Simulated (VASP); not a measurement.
Here is a VASP 6.6.1 calculation.

The input INCAR:

```
PREC     = Accurate       # precision mode
ENCUT    = 520            # plane-wave cutoff, eV
EDIFF    = 1E-8           # SCF threshold, eV
ISMEAR   = -1             # smearing method
SIGMA    = 0.15           # smearing width, eV
LREAL    = False          # projectors in reciprocal space
LASPH    = True           # aspherical terms in the spheres
NELM     = 60             # most SCF steps
ALGO     = Normal         # electronic algorithm
ISIF     = 2              # what is computed and relaxed
LWAVE    = False          # write WAVECAR
LCHARG   = False          # write CHGCAR
GGA      = PS             # functional
IBRION   = 8              # ionic algorithm
NSW      = 1              # ionic steps
```

Contents of KPOINTS:

```
regular mesh
0
Gamma
  12 12 12
```

File POSCAR:

```
GaAs
1.0
    3.3404000000      0.0000000000      0.0000000000
    0.0000000000      3.3404000000      0.0000000000
    0.0000000000      0.0000000000      3.3404000000
Ga As
1 1
Direct
    0.0000000000      0.0000000000      0.0000000000
    0.5000000000      0.5000000000      0.5000000000
```

Potentials or basis: VASP PAW PBE potentials, release 64 (Ga_d, As).

Launch:

```console
$ cat potpaw_PBE.64/Ga_d/POTCAR potpaw_PBE.64/As/POTCAR > POTCAR
$ mpirun -np 1 vasp_std > vasp.out
```

Problem. Estimate the highest phonon frequency at Γ, LO-TO splitting left out.

Solution. 84 cm⁻¹.

Phonon frequencies in cm⁻¹ (negative: imaginary):
| q point | frequencies |
| --- | --- |
| (0.000, 0.000, 0.000) | 0 0 0 84 84 84 |

Caveat: the cell stands under pressure or tension, which shifts response properties.
